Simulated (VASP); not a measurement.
PbF2 (Fluorocronite):

```
Pb F
1.0
     0.00000    2.81884    2.81884
     2.81884    0.00000    2.81884
     2.81884    2.81884    0.00000
Pb F
1 2
Direct
  0.00000 0.00000 0.00000
  0.25000 0.25000 0.25000
  0.75000 0.75000 0.75000
```

This cell differs from its parent crystal: strain -4.3%.

Base run:

* Program: VASP 6.6.1
* Functional: r2SCAN
* Potentials or basis: VASP PAW PBE potentials, release 64 (Pb_d, F)
* Cutoff: 660 eV
* k mesh: 8 × 8 × 8
* Occupations: gaussian, width 0.01 eV
* Spin: no spin polarisation

Its results: band gap on the k mesh 4.80 eV, indirect (least direct gap 4.99 eV); pressure 16.1 GPa.

Question: The run is repeated on the same cell with these changes: functional from r2SCAN to PBE; cutoff from 660 eV to 600 eV; occupations from gaussian, width 0.01 eV to fermi-dirac, width 0.02 eV. What comes out?

Answer: Band gap on the k mesh 4.33 eV, indirect (least direct gap 4.50 eV); pressure 19.2 GPa.

Caveats: spin-orbit coupling is left out, which moves the levels of the heavy elements; the PAW data sets were made with another functional, which shifts forces and pressure a little (some runs).

A k mesh can miss the band edges.
